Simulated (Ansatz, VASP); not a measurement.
## Two plane-wave programs on ZnCu

The input INCAR:

```
PREC = Accurate
ENCUT = 520
EDIFF = 1E-7
ISMEAR = -1
SIGMA = 0.1
LREAL = F
LASPH = T
NELM = 80
ALGO = Normal
ISIF = 2
LWAVE = F
LCHARG = F
GGA = PE
NBANDS = 18
```

File KPOINTS:

```
Automatic mesh
0
Gamma
  8 8 8
```

Contents of POSCAR:

```
ZnCu
1.0
    2.9837544443      0.0000000000      0.0000000000
    0.0000000000      2.9837544443      0.0000000000
    0.0000000000      0.0000000000      2.9837544443
Zn Cu
1 1
Direct
    0.5000000000      0.5000000000      0.5000000000
    0.0000000000      0.0000000000      0.0000000000
```

Input for Ansatz:

```yaml
crystal:
  lattice:
    - [2.9837544442504216, 0.0, 0.0]
    - [0.0, 2.9837544442504216, 0.0]
    - [0.0, 0.0, 2.9837544442504216]
  atoms:
    - { symbol: Zn, position: [0.5, 0.5, 0.5] }
    - { symbol: Cu, position: [0.0, 0.0, 0.0] }
basis:
  ecutwfc: 517.016338673772
kpoints:
  mp_grid:
    grid: [8, 8, 8]
hamiltonian:
  xc: pbe
scf:
  occupations:
    method: fermi_dirac
output:
  stress: true
```

Alike in both runs: task single point; functional PBE; k mesh 8 × 8 × 8; no spin polarisation.

```csv
,VASP,Ansatz
version,VASP 6.6.1,Ansatz 0.2.0
potentials or method,"VASP PAW PBE potentials, release 64 (Zn, Cu), cutoff 520 eV","plane waves, PAW"
occupations,"fermi-dirac, width 0.1 eV",fermi-dirac
valence electrons in the cell,23,31
```

|  | VASP | Ansatz | Ansatz less VASP |
| --- | --- | --- | --- |
| pressure (GPa) | -1.5 | -2.1 | -0.55 |

VASP's potentials hold 23 valence electrons a cell and Ansatz's 31, so a difference there can come from the potentials and not from the codes.
